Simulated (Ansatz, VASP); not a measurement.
## Two plane-wave programs on KCl

```xyz
2
Lattice="3.7765 -0.0113 -0.0113 -0.0113 3.7765 -0.0113 -0.0113 -0.0113 3.7765" Properties=species:S:1:pos:R:3 pbc="T T T"
K     0.0000    0.0000    0.0000
Cl    1.8770    1.8770    1.8770
```

Change from the starting cell: epitaxial_111 strain +0.4%.

Alike in both runs: task single point; functional r2SCAN; k mesh 8 × 8 × 8; no spin polarisation.

```csv
,VASP,Ansatz
version,VASP 6.6.1,Ansatz 0.2.0
potentials or method,"VASP PAW PBE potentials, release 64 (K_sv, Cl)","plane waves, PAW"
plane-wave cutoff (eV),520,500
occupations,"gaussian, width 0.01 eV",fixed
valence electrons in the cell,16,16
```

Ansatz gave:

```
gap on the k mesh at the Fermi level (eV)                     : 5.78
pressure (GPa)                                                : -0.1
traceless stress, the component that is largest in VASP (GPa) : 0.05
```

**Question.** Estimate VASP's values.

**Answer.** gap on the k mesh at the Fermi level (eV): 5.79; pressure (GPa): -0.1; traceless stress, the component that is largest in VASP (GPa): 0.05.

VASP's potentials were made for PBE, not for r2SCAN.
